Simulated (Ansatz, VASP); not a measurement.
**One calculation of Ca, two programs**

File POSCAR:

```
Ca
1.0
   -2.1188739078      2.1188739078      2.1188739078
    2.1188739078     -2.1188739078      2.1188739078
    2.1188739078      2.1188739078     -2.1188739078
Ca
1
Direct
    0.0000000000      0.0000000000      0.0000000000
```

The input INCAR.step1:

```
ALGO = Normal ; EDIFF = 1E-4
ENCUT = 520 ; GGA = PE
ISMEAR = -1 ; LASPH = True
LCHARG = False ; LREAL = False
LWAVE = True ; NBANDS = 11
NELM = 60 ; PREC = Accurate
SIGMA = 0.1
```

INCAR.step2

```
ALGO = Normal ; EDIFF = 1E-6
ENCUT = 520 ; ISIF = 2
ISMEAR = -1 ; ISTART = 1
LASPH = True ; LCHARG = True
LELF = True ; LMIXTAU = True
LREAL = False ; LVHAR = True
LWAVE = False ; METAGGA = R2SCAN
NBANDS = 11 ; NELM = 60
PREC = Accurate ; SIGMA = 0.1
```

KPOINTS

```
k-points
0
Gamma
  11 11 11
```

Input for Ansatz:

```yaml
crystal:
  lattice:
    - [-2.1188739078, 2.1188739078, 2.1188739078]
    - [2.1188739078, -2.1188739078, 2.1188739078]
    - [2.1188739078, 2.1188739078, -2.1188739078]
  atoms:
    - { symbol: Ca, position: [0.0, 0.0, 0.0] }
hamiltonian:
  xc: r2scan
  pseudopotentials:
    kind: paw
    azcp:
      Ca: "pseudopotentials/Ca.paw.azcp"
basis:
  ecutwfc: 500
  fft_grid_basis: typed
kpoints:
  mp_grid: { grid: [11, 11, 11], shift: [0, 0, 0] }
magnetization:
  spin_polarized: false
scf:
  occupations: { method: fermi_dirac, width: 0.1 }
  lower_state_search: "off"
output:
  stress: true
```

Alike in both runs: task single point; functional r2SCAN; k mesh 11 × 11 × 11; occupations fermi-dirac, width 0.1 eV; no spin polarisation.

|  | VASP | Ansatz |
| --- | --- | --- |
| version | VASP 6.6.1 | Ansatz 0.2.0 |
| potentials or method | VASP PAW PBE potentials, release 64 (Ca_sv), cutoff 520 eV | plane waves (500 eV) with PAW, scalar-relativistic |
| valence electrons in the cell | 10 | 10 |

|  | VASP | Ansatz | Ansatz less VASP |
| --- | --- | --- | --- |
| pressure (GPa) | 2.8 | 2.7 | -0.08 |

VASP's potentials were made for PBE, not for r2SCAN.
